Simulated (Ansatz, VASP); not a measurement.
Two plane-wave programs on NaWF3

```
Na W F
1.0
     4.06375    0.00000    0.00000
     0.00000    4.06375    0.00000
     0.00000    0.00000    4.06375
Na W F
1 1 3
Direct
  0.00000 0.00000 0.00000
  0.50000 0.50000 0.50000
  0.50000 0.00000 0.00000
  0.00000 0.50000 0.00000
  0.00000 0.00000 0.50000
```

Alike in both runs: functional PBE; k mesh 4 × 4 × 4; occupations gaussian, width 0.1 eV; collinear spin.

Ansatz relaxed the structure, and its values are those at the end. VASP's run is a single point on that final structure, the one shown.

|  | VASP | Ansatz |
| --- | --- | --- |
| version | VASP 6.6.1 | Ansatz 0.2.0 |
| potentials or method | VASP PAW PBE potentials, release 64 (Na_pv, W_sv, F), cutoff 520 eV | scalar-relativistic, plane waves, PAW |
| valence electrons in the cell | 42 | 44 |

|  | VASP | Ansatz | Ansatz less VASP |
| --- | --- | --- | --- |
| gap on the k mesh at the Fermi level (eV) | none | none | - |
| pressure (GPa) | 0.1 | 0.0 | -0.15 |
| net moment per atom (μB) | 0.80 | 0.80 | 0.000 |
| size of the moment on the site where the two differ most (μB) | 3.16 | 3.05 | -0.112 |

Site moments also hang on the region over which each program counts them. A gap of «none» marks a metal or a gap that the smearing closes. VASP's potentials hold 42 valence electrons a cell and Ansatz's 44, so a difference there can come from the potentials and not from the codes. Ansatz's warnings: no starting moments.

The k mesh is coarse, so the values compare programs but aren't converged. Spin-orbit coupling is off throughout.
